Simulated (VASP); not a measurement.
Set up this calculation in VASP 6.6.1, as the native input.

| Quantity | Value |
| --- | --- |
| Task | single point |
| Functional | PBE |
| Potentials or basis | VASP PAW PBE potentials, release 64 (Pb_d, F) |
| Cutoff | 520 eV |
| k mesh | 8 × 8 × 8 |
| Occupations | gaussian, width 0.05 eV |
| Spin | no spin polarisation |
| Dipole correction | no |
| Further INCAR settings | ALGO = Normal; EDIFF = 1e-07; NBANDS = 21 |

The structure of PbF2 lies in POSCAR:

```
PbF2
1.0
    0.0000000000      2.6459687553      3.7413998199
    2.6459687553      0.0000000000      3.7413998199
    2.6459687553      2.6459687553      0.0000000000
Pb F
1 2
Direct
    0.0000000000      0.0000000000      0.0000000000
    0.2500000000      0.2500000000      0.2500000000
    0.7500000000      0.7500000000      0.7500000000
```

This cell differs from its parent crystal: ratio of the length along z to the lengths across it x 1.414, volume and fractional coordinates fixed.

These files were run (other wordings do the same):

INCAR

```
SYSTEM = PbF2
ALGO = Normal ; EDIFF = 1E-7
ENCUT = 520 ; GGA = PE
ISIF = 2 ; ISMEAR = 0
LASPH = .True. ; LCHARG = .False.
LREAL = .False. ; LWAVE = .False.
NBANDS = 21 ; NELM = 100
PREC = Accurate ; SIGMA = 0.05
```

KPOINTS

```
k-points
0
Gamma
  8 8 8
  0 0 0
```

Potentials or basis: VASP PAW PBE potentials, release 64 (Pb_d, F).

Launch:

```console
$ cat potpaw_PBE.64/Pb_d/POTCAR potpaw_PBE.64/F/POTCAR > POTCAR
$ mpirun -np 1 vasp_std > vasp.out
```

Results of the run:

The pressure is -1.5 GPa and the band gap on the k mesh is 2.71 eV, indirect (least direct gap 3.23 eV).

Caveat: spin-orbit coupling is left out, which moves the levels of the heavy elements.

It took 41 s on 1 thread of Intel(R) Xeon(R) Platinum 8488C (Sapphire Rapids), on a shared host, peak memory 0.21 GiB.
